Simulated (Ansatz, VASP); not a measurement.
# Two plane-wave programs on Al2Cu

```xyz
6
Lattice="-3.0335 3.0335 2.4873 3.0335 -3.0335 2.4873 3.0335 3.0335 -2.4873" Properties=species:S:1:pos:R:3 pbc="T T T"
Al    0.9655    3.9990    0.0000
Al    2.0680    0.9655    0.0000
Al    2.0680   -0.9655    2.4873
Al    0.9655    2.0680    2.4873
Cu    0.0000    0.0000    1.2436
Cu    0.0000    0.0000    3.7309
```

Change from the starting cell: z stretched by +2 %, ions relaxed.

Alike in both runs: functional PBE; k mesh 12 × 12 × 12; occupations fermi-dirac, width 0.05 eV; no spin polarisation.

Ansatz relaxed the structure, and its values are those at the end. VASP's run is a single point on that final structure, the one shown.

|  | VASP | Ansatz |
| --- | --- | --- |
| version | VASP 6.6.1 | Ansatz 0.2.0 |
| potentials or method | VASP PAW PBE potentials, release 64 (Al, Cu) | plane-wave PAW, scalar-relativistic |
| plane-wave cutoff (eV) | 520 | 420 |
| valence electrons in the cell | 34 | 50 |

Ansatz gave:

```
pressure (GPa)                     : -2.1
rms of the force components (eV/Å) : 0.004
```

What did VASP give for the same quantities?

Pressure (GPa): -1.9; rms of the force components (eV/Å): 0.002.

VASP's potentials hold 34 valence electrons a cell and Ansatz's 50, so a difference there can come from the potentials and not from the codes. Ansatz's warnings: stress scf threshold loose.
